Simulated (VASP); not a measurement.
A run of VASP 6.6.1:

The input INCAR:

```
PREC = Accurate
ENCUT = 600
EDIFF = 1E-6
ISMEAR = 0
SIGMA = 0.1
LREAL = False
LASPH = True
NELM = 60
ALGO = Fast
ISIF = 3
LWAVE = False
LCHARG = False
GGA = PE
IBRION = 2
NSW = 100
EDIFFG = -0.01
```

Contents of KPOINTS:

```
Automatic mesh
0
Gamma
  12 12 18
```

File POSCAR:

```
Nb2B
1.0
    4.3975326705      0.0000000000      0.0000000000
   -2.1987663352      3.8083750066      0.0000000000
    0.0000000000      0.0000000000      2.6728208703
Nb B
2 1
Direct
    0.3333333333      0.6666666667      0.5000000000
    0.6666666667      0.3333333333      0.5000000000
    0.0000000000      0.0000000000      0.0000000000
```

Potentials or basis: VASP PAW PBE potentials, release 64 (Nb_sv, B).

The run is started by

```sh
$ cat potpaw_PBE.64/Nb_sv/POTCAR potpaw_PBE.64/B/POTCAR > POTCAR
$ mpirun -np 1 vasp_std > vasp.out
```

Hardware: 1 thread of AMD EPYC 7R43 64-Core Processor (Zen 3), on a shared host.

Task: How long does it take, and how much memory?

Result: It took 30 min on 1 thread of AMD EPYC 7R43 64-Core Processor (Zen 3) (shared host), peak memory 0.28 GiB. Counts: scf iterations 63, k points 190, ion steps 4.
